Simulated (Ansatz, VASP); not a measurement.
**Two plane-wave programs on B5P**

```
B P
1.0
     4.18818    0.00000    0.00000
    -2.09409    3.62707    0.00000
     0.00000    0.00000    3.93707
B P
5 1
Cartesian
  0.0000 2.4180 1.8873
  0.0000 2.4180 3.3708
  -1.1010 3.0537 2.6243
  0.0000 1.1467 2.6243
  1.1010 3.0537 2.6243
  2.0941 1.2090 2.5674
```

Alike in both runs: task relaxation of cell and atoms; functional PBE; k mesh 5 × 5 × 4; occupations gaussian, width 0.2 eV; no spin polarisation.

|  | VASP | Ansatz |
| --- | --- | --- |
| version | VASP 6.6.1 | Ansatz 0.2.0 |
| potentials or method | VASP PAW PBE potentials, release 64 (B, P), cutoff 500 eV | scalar-relativistic, plane waves, PAW |
| valence electrons in the cell | 20 | 20 |

VASP gave:

```
gap on the k mesh at the Fermi level, each at its own relaxed structure (eV) : none
relaxed volume (Å³/atom)                                                     : 9.57
relaxed cell length with the largest relative difference (Å)                 : 4.441
```

Task: Which values does Ansatz return?

Result: gap on the k mesh at the Fermi level, each at its own relaxed structure (eV): none; relaxed volume (Å³/atom): 9.52; relaxed cell length with the largest relative difference (Å): 4.432.

A gap of «none» marks a metal or a gap that the smearing closes.

The k mesh is coarse, so the values compare programs but aren't converged.
